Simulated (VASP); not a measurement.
A run of VASP 6.6.1 is set up as follows.

File INCAR:

```
  PREC = Accurate
  ENCUT = 520
  EDIFF = 1E-6
  ISMEAR = -1
  SIGMA = 0.05
  LREAL = F
  LASPH = T
  NELM = 100
  ALGO = Normal
  ISIF = 2
  LWAVE = F
  LCHARG = F
  GGA = PE
  NBANDS = 15
```

The input KPOINTS:

```
Automatic mesh
0
Gamma
  7 7 7
```

Contents of POSCAR:

```
BaTe
1.0
    0.0000000000      3.4100000000      3.4100000000
    3.4100000000      0.0000000000      3.4100000000
    3.4100000000      3.4100000000      0.0000000000
Ba Te
1 1
Direct
    0.0000000000      0.0000000000      0.0000000000
    0.5000000000      0.5000000000      0.5000000000
```

Potentials or basis: VASP PAW PBE potentials, release 64 (Ba_sv, Te).

Command:

```console
$ cat potpaw_PBE.64/Ba_sv/POTCAR potpaw_PBE.64/Te/POTCAR > POTCAR
$ mpirun -np 1 vasp_std > vasp.out
```

(1) Predict the pressure.

(2) Estimate the band gap on the k mesh.

## Answers

(1) 4.2 GPa.

(2) 1.38 eV, indirect (least direct gap 1.76 eV).

Caveat: spin-orbit coupling is left out, which moves the levels of the heavy elements.
